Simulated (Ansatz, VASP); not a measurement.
# One calculation of HfHg2, two programs

```
Hf Hg
1.0
     3.20335    0.00000    0.00000
     0.00000    3.20335    0.00000
     0.00000    0.00000   31.50151
Hf Hg
1 2
Direct
  0.00000 0.00000 0.26983
  0.50000 0.50000 0.33362
  0.50000 0.50000 0.20604
```

Change from the starting cell: species swapped into a sheet of the LaSi2 type.

Alike in both runs: functional PBE; k mesh 6 × 6 × 1; occupations gaussian, width 0.1 eV; no spin polarisation.

Ansatz relaxed the structure, and its values are those at the end. VASP's run is a single point on that final structure, the one shown.

|  | VASP | Ansatz |
| --- | --- | --- |
| version | VASP 6.6.1 | Ansatz 0.2.0 |
| potentials or method | VASP PAW PBE potentials, release 64 (Hf_pv, Hg), cutoff 400 eV | scalar-relativistic, plane waves, PAW |
| valence electrons in the cell | 34 | 66 |

|  | VASP | Ansatz | Ansatz less VASP |
| --- | --- | --- | --- |
| gap on the k mesh at the Fermi level (eV) | none | none | - |
| rms of the force components (eV/Å) | 0.008 | 0.000 | -0.0075 |

A gap of «none» marks a metal or a gap that the smearing closes. VASP's potentials hold 34 valence electrons a cell and Ansatz's 66, so a difference there can come from the potentials and not from the codes. Ansatz's warnings: slab cell height set.

Spin-orbit coupling is off throughout.
